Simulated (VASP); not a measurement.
The system is Cd4S3.

```
Cd S
1.0
     5.67679    0.00000    0.00000
     0.00000    5.67679    0.00000
     0.00000    0.00000    5.67679
Cd S
4 3
Cartesian
  1.6139 4.0629 1.6139
  4.0629 1.6139 1.6139
  1.6139 1.6139 4.0629
  4.0629 4.0629 4.0629
  0.0000 0.0000 2.8384
  2.8384 0.0000 0.0000
  0.0000 2.8384 0.0000
```

```yaml
Program: VASP 6.6.1
Task: relaxation of cell and atoms
Functional: PBE
Potentials_or_basis: VASP PAW PBE potentials, release 64 (Cd, S)
Cutoff: 600 eV
k_mesh: 3 × 3 × 3
Occupations: gaussian, width 0.2 eV
Spin: no spin polarisation
```

At the start: pressure -1.5 GPa; volume 26.13 Å³/atom.

Q: How do energy, volume and symmetry change on relaxing?

A: Over 5 steps the energy falls by 4.9 meV/atom and the volume is 25.14 Å³/atom (-3.8 %); space group P-43m (No. 215, to 0.05 Å).

The path:
```csv
step,energy change (eV),largest force (eV/Å),pressure (GPa),volume (Å³)
1,0.0000,0.0605,-1.53,182.94
2,-0.0268,0.1413,0.27,176.40
3,-0.0277,0.1084,-0.03,177.39
4,-0.0298,0.0955,-0.03,177.05
5,-0.0345,0.0568,-0.01,176.01
```

Final structure:
```yaml
crystal:
  lattice:
    - [5.60421, 0.00000, 0.00000]
    - [0.00000, 5.60421, 0.00000]
    - [0.00000, 0.00000, 5.60421]
  atoms:
    - { symbol: Cd, position: [0.28608, 0.71392, 0.28608] }
    - { symbol: Cd, position: [0.71392, 0.28608, 0.28608] }
    - { symbol: Cd, position: [0.28608, 0.28608, 0.71392] }
    - { symbol: Cd, position: [0.71392, 0.71392, 0.71392] }
    - { symbol: S, position: [0.00000, 0.00000, 0.50000] }
    - { symbol: S, position: [0.50000, 0.00000, 0.00000] }
    - { symbol: S, position: [0.00000, 0.50000, 0.00000] }
```

Caveat: the relaxation stopped at a loose force limit of 0.08 eV/Å, so its end isn't a converged minimum.
